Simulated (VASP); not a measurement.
# Yb (Pm-3m) in VASP: a series of runs

Yb is run at these levels: r2SCAN; tasks: single point.

All numbers are computed with VASP 6.6.1; they aren't measurements. Logs are shortened: lines on timing, memory, paths and dates and some standing lists are left out, and cuts for length are marked.

### Step 1. The cell of the first run

It takes space group Pm-3m (No. 221, cubic). The conventional cell has a = 3.292 Å, b = 3.292 Å, c = 3.292 Å, α = 90.00°, β = 90.00°, γ = 90.00°. Yb (site symmetry m-3m) has 6 Yb at 3.29 Å within 4.3 Å.

### Step 2. Single point, r2SCAN

Contents of POSCAR:

```
Yb
1.0
    3.2923902542      0.0000000000      0.0000000000
    0.0000000000      3.2923902542      0.0000000000
    0.0000000000      0.0000000000      3.2923902542
Yb
1
Direct
    0.0000000000      0.0000000000      0.0000000000
```

Contents of INCAR.step1:

```
PREC     = Accurate       # precision mode
ENCUT    = 520            # plane-wave cutoff, eV
ISMEAR   = -1             # smearing method
SIGMA    = 0.1            # smearing width, eV
LREAL    = F              # projectors in reciprocal space
LASPH    = T              # aspherical terms in the spheres
NELM     = 100            # most SCF steps
NBANDS   = 18             # bands
GGA      = PE             # functional
ALGO     = Normal         # electronic algorithm
EDIFF    = 1E-4           # SCF threshold, eV
LWAVE    = T              # write WAVECAR
LCHARG   = F              # write CHGCAR
```

Contents of INCAR.step2:

```
PREC     = Accurate       # precision mode
ENCUT    = 520            # plane-wave cutoff, eV
EDIFF    = 1E-7           # SCF threshold, eV
ISMEAR   = -1             # smearing method
SIGMA    = 0.1            # smearing width, eV
LREAL    = F              # projectors in reciprocal space
LASPH    = T              # aspherical terms in the spheres
NELM     = 100            # most SCF steps
ALGO     = Normal         # electronic algorithm
ISIF     = 2              # what is computed and relaxed
LWAVE    = F              # write WAVECAR
LCHARG   = F              # write CHGCAR
METAGGA  = R2SCAN         # meta-GGA
LMIXTAU  = T            
NBANDS   = 18             # bands
ISTART   = 1
```

Contents of KPOINTS:

```
regular mesh
0
Gamma
  9 9 9
```

Potentials or basis: VASP PAW PBE potentials, release 64 (Yb).

The run is started by

```console
$ cat potpaw_PBE.64/Yb/POTCAR > POTCAR
$ cp INCAR.step1 INCAR
$ mpirun -np 1 vasp_std > vasp.out
$ cp INCAR.step2 INCAR
$ mpirun -np 1 vasp_std > vasp.out
```

OUTCAR:

```text
PREC = Accurate
   ENCUT = 520
   EDIFF = 1E-7
   ISMEAR = -1
   LREAL = F
   LASPH = T
   NELM = 100
   ISIF = 2
   METAGGA = R2SCAN
   ISTART = 1

 ion  position               nearest neighbor table
   1  0.000  0.000  0.000-

  LATTYP: Found a simple cubic cell.
 ALAT       =     3.2923902542

  Lattice vectors:

 A1 = (   3.2923902542,   0.0000000000,   0.0000000000)
 A2 = (   0.0000000000,   3.2923902542,   0.0000000000)
 A3 = (   0.0000000000,   0.0000000000,   3.2923902542)

Analysis of symmetry for initial positions (statically):
=====================================================================
 Subroutine PRICEL returns:
 Original cell was already a primitive cell.

 Routine SETGRP: Setting up the symmetry group for a
 simple cubic supercell.

 Subroutine GETGRP returns: Found 48 space group operations
 (whereof 48 operations were pure point group operations)
 out of a pool of 48 trial point group operations.

The static configuration has the point symmetry O_h .

Analysis of symmetry for dynamics (positions and initial velocities):
=====================================================================
 Subroutine PRICEL returns:
 Original cell was already a primitive cell.

 Routine SETGRP: Setting up the symmetry group for a
 simple cubic supercell.

 Subroutine GETGRP returns: Found 48 space group operations
 (whereof 48 operations were pure point group operations)
 out of a pool of 48 trial point group operations.

The dynamic configuration has the point symmetry O_h .

 Subroutine INISYM returns: Found 48 space group operations
 (whereof 48 operations are pure point group operations),
 and found     1 'primitive' translations

----------------------------------------------------------------------------------------

                                     Primitive cell

  volume of cell :      35.6890

  direct lattice vectors                    reciprocal lattice vectors
     3.292390254  0.000000000  0.000000000     0.303730701  0.000000000  0.000000000
     0.000000000  3.292390254  0.000000000     0.000000000  0.303730701  0.000000000
     0.000000000  0.000000000  3.292390254     0.000000000  0.000000000  0.303730701

  length of vectors
     3.292390254  3.292390254  3.292390254     0.303730701  0.303730701  0.303730701

  position of ions in fractional coordinates (direct lattice)
     0.000000000  0.000000000  0.000000000

  ion indices of the primitive-cell ions
   primitive index   ion index
                 1           1

----------------------------------------------------------------------------------------

 KPOINTS: regular mesh

Automatic generation of k-mesh.
 Grid dimensions read from file:
 generate k-points for:    9    9    9

 Generating k-lattice:

  Cartesian coordinates                     Fractional coordinates (reciprocal lattice)
     0.033747856  0.000000000  0.000000000     0.111111111  0.000000000  0.000000000
     0.000000000  0.033747856  0.000000000     0.000000000  0.111111111  0.000000000
     0.000000000  0.000000000  0.033747856     0.000000000  0.000000000  0.111111111

  Length of vectors
     0.033747856  0.033747856  0.033747856

  Shift w.r.t. Gamma in fractional coordinates (k-lattice)
     0.000000000  0.000000000  0.000000000

 Subroutine IBZKPT returns following result:
 ===========================================

 Found     35 irreducible k-points:

 Following reciprocal coordinates:
            Coordinates               Weight
  0.000000  0.000000  0.000000      1.000000
  0.111111  0.000000  0.000000      6.000000
  0.222222  0.000000  0.000000      6.000000
  0.333333  0.000000  0.000000      6.000000
  0.444444  0.000000  0.000000      6.000000
  0.111111  0.111111  0.000000     12.000000
[... 16 lines left out ...]
  0.333333  0.333333  0.111111     24.000000
  0.444444  0.333333  0.111111     48.000000
 [... further k-points ...]
   k-points           NKPTS =     35   k-points in BZ     NKDIM =     35   number of bands    NBANDS=     18
   number of dos      NEDOS =    301   number of ions     NIONS =      1
   total plane-waves  NPLWV =  13824
   dimension x,y,z NGX =    24 NGY =   24 NGZ =   24
   dimension x,y,z NGXF=    48 NGYF=   48 NGZF=   48
   ions per type =               1
   NGX,Y,Z   is equivalent  to a cutoff of  12.12, 12.12, 12.12 a.u.
   NGXF,Y,Z  is equivalent  to a cutoff of  24.24, 24.24, 24.24 a.u.
 SYSTEM =  unknown system
   PREC   = accura    normal or accurate (medium, high low for compatibility)
   ISTART =      1    job   : 0-new  1-cont  2-samecut
   ICHARG =      0    charge: 1-file 2-atom 10-const
   ISPIN  =      1    spin polarized calculation?
   LNONCOLLINEAR =      F non collinear calculations
   LSORBIT =      F    spin-orbit coupling
   LASPH  =      T    aspherical Exc in radial PAW
   ENCUT  =  520.0 eV  38.22 Ry    6.18 a.u.   6.12  6.12  6.12*2*pi/ulx,y,z
   NELM   =    100;   NELMIN=  2; NELMDL=  0     # of ELM steps
   EDIFF  = 0.1E-06   stopping-criterion for ELM
   LREAL  =      F    real-space projection
   EDIFFG = 0.1E-05   stopping-criterion for IOM
   NSW    =      0    number of steps for IOM
   IBRION =     -1    ionic relax: 0-MD 1-quasi-New 2-CG
   NFREE  =      0    steps in history (QN), initial steepest desc. (CG)
   ISIF   =      2    stress and relaxation
   ISYM   =      2    0-nonsym 1-usesym 2-fastsym
   POTIM  = 0.5000    time-step for ionic-motion
   TEBEG  =    0.0;   TEEND  =   0.0 temperature during run
   PSTRESS=    0.0 pullay stress
   NELECT =      24.0000    total number of electrons
   NUPDOWN=      -1.0000    fix difference up-down
   EMIN   =  10.00;   EMAX   =-10.00  energy-range for DOS
   EFERMI =   0.00;   METHOD = LEGACY
   ISMEAR =    -1;   SIGMA  =   0.10  broadening in eV -4-tet -1-fermi 0-gaus
   EFERMI_NEDOS =   21; number of points for ismear=-14 and -15
   IALGO  =     38    algorithm
   IMIX   =      4    mixing-type and parameters
     AMIX     =   0.40;   BMIX     =  1.00
     AMIX_MAG =   1.60;   BMIX_MAG =  1.00
  volume/ion in A,a.u.               =      35.69       240.84
  Fermi-wavevector in a.u.,A,eV,Ry     =   1.434280  2.710396 27.989348  2.057159
  Thomas-Fermi vector in A             =   2.553706
   LORBIT       =      0    0 simple, 1 ext, 2 COOP (PROOUT), +10 PAW based schemes
   METAGGA = R2SCAN    functional components
   LHFCALC =     F    Hartree Fock is set to
   AEXX    =    0.0000 exact exchange contribution
   IVDW    =     0    specifies the selected vdW correction
   LEPSILON=     F    determine dielectric tensor
   LRPA    =     F    only Hartree local field effects (RPA)
 non-spin polarized calculation
  energy-cutoff  :      520.00
  volume of cell :       35.69
 maximum number of plane-waves:       973
   NGX = 13   NGY = 13   NGZ = 13

 number of electron      23.9999983 magnetization

 Free energy of the ion-electron system (eV)
  ---------------------------------------------------
  ext. energy  EPLUGINS =         0.00000000
  ---------------------------------------------------
  free energy    TOTEN  =       -35.06668085 eV

  energy without entropy =      -34.98442254  energy(sigma->0) =      -35.02555170

 E-fermi :   1.4381     XC(G=0): -10.1156

 val. band max:        1.4303067034   @ k =   0.4444   0.1111   0.0000
 cond. band min:       1.4587826530   @ k =   0.4444   0.1111   0.1111
 fundamental gap:      0.0284759496
 Fermi energy:         1.4380738435

 k-point     1 :       0.0000    0.0000    0.0000
  band No.  band energies     occupation
      1     -52.1302      2.00000
      2     -23.6400      2.00000
      3     -23.6400      2.00000
      4     -23.6400      2.00000
      5      -3.7043      2.00000
      6       0.9087      1.99000
[... 10 lines left out ...]
     17       8.6962      0.00000
     18      12.3709      0.00000

 k-point     2 :       0.1111    0.0000    0.0000
  band No.  band energies     occupation
      1     -52.1270      2.00000
      2     -23.7056      2.00000
      3     -23.6343      2.00000
      4     -23.6343      2.00000
      5      -3.4547      2.00000
      6       0.8959      1.99120
[... 10 lines left out ...]
     17       8.7322      0.00000
     18      11.2002      0.00000

 k-point     3 :       0.2222    0.0000    0.0000
  band No.  band energies     occupation
      1     -52.1190      2.00000
      2     -23.8680      2.00000
      3     -23.6200      2.00000
      4     -23.6200      2.00000
      5      -2.7581      2.00000
      6       0.8585      1.99393
[... 10 lines left out ...]
     17       8.8250      0.00000
     18       9.8218      0.00000

 k-point     4 :       0.3333    0.0000    0.0000
  band No.  band energies     occupation
      1     -52.1097      2.00000
      2     -24.0470      2.00000
      3     -23.6037      2.00000
      4     -23.6037      2.00000
      5      -1.7486      2.00000
      6       0.8198      1.99588
[... 10 lines left out ...]
     17       8.9336      0.00000
     18       9.6272      0.00000

 k-point     5 :       0.4444    0.0000    0.0000
  band No.  band energies     occupation
      1     -52.1037      2.00000
      2     -24.1607      2.00000
      3     -23.5930      2.00000
      4     -23.5930      2.00000
      5      -0.6768      2.00000
      6       0.7445      1.99806
[... 10 lines left out ...]
     17       9.0065      0.00000
     18      10.4532      0.00000

 k-point     6 :       0.1111    0.1111    0.0000
  band No.  band energies     occupation
      1     -52.1239      2.00000
      2     -23.7033      2.00000
      3     -23.6957      2.00000
      4     -23.6287      2.00000
      5      -3.2075      2.00000
      6       0.8934      1.99142
[... 307 lines left out ...]
 k-point    21 :       0.3333    0.2222    0.1111
  band No.  band energies     occupation
      1     -52.0955      2.00000
      2     -24.0108      2.00000
      3     -23.8158      2.00000
      4     -23.6459      2.00000
      5      -0.7327      2.00000
      6       0.8336      1.99527
[... 10 lines left out ...]
     17       7.0421      0.00000
     18      10.9957      0.00000

 k-point    22 :       0.4444    0.2222    0.1111
  band No.  band energies     occupation
      1     -52.0896      2.00000
      2     -24.1214      2.00000
      3     -23.8027      2.00000
      4     -23.6348      2.00000
      5       0.2749      1.99998
      6       0.7930      1.99685
[... 10 lines left out ...]
     17       7.1631      0.00000
     18      10.7457      0.00000

 k-point    23 :       0.3333    0.3333    0.1111
  band No.  band energies     occupation
      1     -52.0865      2.00000
      2     -23.9936      2.00000
      3     -23.9808      2.00000
      4     -23.6293      2.00000
      5      -0.0518      2.00000
      6       0.8472      1.99458
[... 10 lines left out ...]
     17       6.6853      0.00000
     18      11.2216      0.00000

 k-point    24 :       0.4444    0.3333    0.1111
  band No.  band energies     occupation
      1     -52.0806      2.00000
      2     -24.0962      2.00000
      3     -23.9719      2.00000
      4     -23.6184      2.00000
      5       0.4202      1.99992
      6       0.8381      1.99505
[... 10 lines left out ...]
     17       6.9399      0.00000
     18      10.7713      0.00000

 [... further k-points ...]
[... 5 lines left out ...]
  --------------------------------------------------------------------------------------
  -------------------------------------------------------------------------------------
  Total       -0.0412485     -0.0412485     -0.0412485      0.0000000     -0.0000000     -0.0000000
  in kB       -1.8517612     -1.8517612     -1.8517612      0.0000000     -0.0000000     -0.0000000
  external PRESSURE =      -1.8517612 kB  Pullay stress =       0.0000000 kB

 VOLUME and BASIS-vectors are now :
 -----------------------------------------------------------------------------
  energy-cutoff  :      520.00
  volume of cell :       35.69
      direct lattice vectors                 reciprocal lattice vectors
     3.292390254  0.000000000  0.000000000     0.303730701  0.000000000  0.000000000
     0.000000000  3.292390254  0.000000000     0.000000000  0.303730701  0.000000000
     0.000000000  0.000000000  3.292390254     0.000000000  0.000000000  0.303730701

 POSITION                                       TOTAL-FORCE (eV/Angst)
 -----------------------------------------------------------------------------------
      0.00000      0.00000      0.00000         0.000000      0.000000      0.000000
 -----------------------------------------------------------------------------------
    total drift:                                0.000000     -0.000000      0.000000

  FREE ENERGIE OF THE ION-ELECTRON SYSTEM (eV)
  ---------------------------------------------------
  free  energy   TOTEN  =       -35.0666808519 eV

  energy  without entropy=      -34.9844225390  energy(sigma->0) =      -35.02555170
```

Wall time 88 s (1 thread of Intel Xeon Platinum 8559C (Emerald Rapids), shared host); peak memory 0.16 GiB.

What came out:

```yaml
Free_energy: -35.0667 eV
Pressure: -0.2 GPa
Band_gap_on_the_k_mesh: zero (band 12 reaches 1.67 eV, above the bottom of band 13 at 1.41 eV)
```

Caveat: the PAW data sets were made with another functional, which shifts forces and pressure a little; spin-orbit coupling is left out, which moves the levels of the heavy elements. Spin polarisation is off, so any magnetic state and its effect on volume and gap are missing.

(Part 1 of 2 ends here.)
